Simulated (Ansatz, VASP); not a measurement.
**Cd: VASP beside Ansatz**

```
CELL_PARAMETERS angstrom
2.94564 0.00000 0.00000
-1.47282 2.55100 0.00000
0.00000 0.00000 5.60363
ATOMIC_POSITIONS crystal
Cd 0.33333 0.66667 0.25000
Cd 0.66667 0.33333 0.75000
```

Alike in both runs: functional PBEsol; k mesh 21 × 21 × 10; occupations gaussian, width 0.1 eV; no spin polarisation.

Ansatz relaxed the structure, and its values are those at the end. VASP's run is a single point on that final structure, the one shown.

```csv
,VASP,Ansatz
version,VASP 6.6.1,Ansatz 0.2.0
potentials or method,"VASP PAW PBE potentials, release 64 (Cd), cutoff 520 eV","scalar-relativistic, plane waves, PAW"
valence electrons in the cell,24,40
```

VASP gave:

```
gap on the k mesh at the Fermi level (eV) : none
pressure (GPa)                            : 0.4
```

Question: Estimate Ansatz's values.

Answer: gap on the k mesh at the Fermi level (eV): none; pressure (GPa): 0.0.

VASP's potentials were made for PBE, not for PBEsol. A gap of «none» marks a metal or a gap that the smearing closes. With one functional, cell and mesh, what is left measures potentials, basis and numerics. VASP's potentials hold 24 valence electrons a cell and Ansatz's 40, so a difference there can come from the potentials and not from the codes.
